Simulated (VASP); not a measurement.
## BN (e600): single point with PBEsol

The system is BN (e600).

```
B N
1.0
     2.51515    0.00000    0.00000
    -1.25758    2.17819    0.00000
     0.00000    0.00000    4.16063
B N
2 2
Cartesian
  0.0000 1.4521 -0.0005
  1.2576 0.7261 2.0798
  0.0000 1.4521 1.5566
  1.2576 0.7261 3.6369
```

This cell differs from its parent crystal: strained cell.

```yaml
Program: VASP 6.6.1
Task: single point
Functional: PBEsol
Potentials_or_basis: VASP PAW PBE potentials, release 64 (B_h, N_h)
Cutoff: 910 eV
k_mesh: 9 × 9 × 6
Occupations: gaussian, width 0.02 eV
Spin: no spin polarisation
```

```
Pressure               : 12.3 GPa
Band gap on the k mesh : 4.88 eV, indirect (least direct gap 8.36 eV)
```

Stress tensor (GPa, compression positive):
```
12.21  0.00  0.00
 0.00 12.21  0.00
 0.00  0.00 12.44
```

Levels at points of the mesh, in eV from the valence-band top:
```csv
k point,band 6,band 7,band 8,band 9,band 10,band 11
"(0.00, 0.00, 0.00)",-0.31,0.00,0.00,8.45,8.45,8.75
"(0.00, 0.00, 0.50)",-1.23,-1.23,-1.23,9.76,9.76,10.06
```

It took 33 s on 1 thread of Intel(R) Xeon(R) Platinum 8259CL CPU @ 2.50GHz (Skylake/Cascade Lake) (shared host), peak memory 0.18 GiB.

Caveat: the cell differs from its parent crystal (strained cell); the cutoff is under 1.25 times the usual one of these potentials, so pressure, stress and relaxed cells hold a basis-set (Pulay) error; the PAW data sets were made with another functional, which shifts forces and pressure a little. A k mesh can miss the band edges.
